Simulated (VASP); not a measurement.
Input of a VASP 6.6.1 run:

INCAR

```
SYSTEM = PbS
ALGO = Normal
EDIFF = 1E-6
ENCUT = 520
GGA = PE
ISIF = 2
ISMEAR = 0
LASPH = .TRUE.
LCHARG = .TRUE.
LELF = .TRUE.
LREAL = .FALSE.
LVHAR = .TRUE.
LWAVE = .FALSE.
NBANDS = 17
NELM = 80
PREC = Accurate
SIGMA = 0.016
```

The input KPOINTS:

```
k-points
0
G
  8 8 7
  0 0 0
```

File POSCAR:

```
PbS
1.0
    4.0896976867      0.0000000000      0.0000000000
   -2.0448488433      3.5417820905      0.0000000000
    0.0000000000      0.0000000000      3.7881670000
Pb S
1 1
Direct
    0.0000000000      0.0000000000      0.0000000000
    0.6666666667      0.3333333333      0.5000000000
```

Potentials or basis: VASP PAW PBE potentials, release 64 (Pb_d, S).

The run is started by

```sh
$ cat potpaw_PBE.64/Pb_d/POTCAR potpaw_PBE.64/S/POTCAR > POTCAR
$ mpirun -np 1 vasp_std > vasp.out
```

Q: Predict the pressure.

A: 0.0 GPa.

Q: What does it give for the band gap on the k mesh?

A: 0.21 eV (least direct gap 1.65 eV).

Caveat: spin-orbit coupling is left out, which moves the levels of the heavy elements; an odd mesh through Γ misses points on the zone boundary, where band edges can lie.
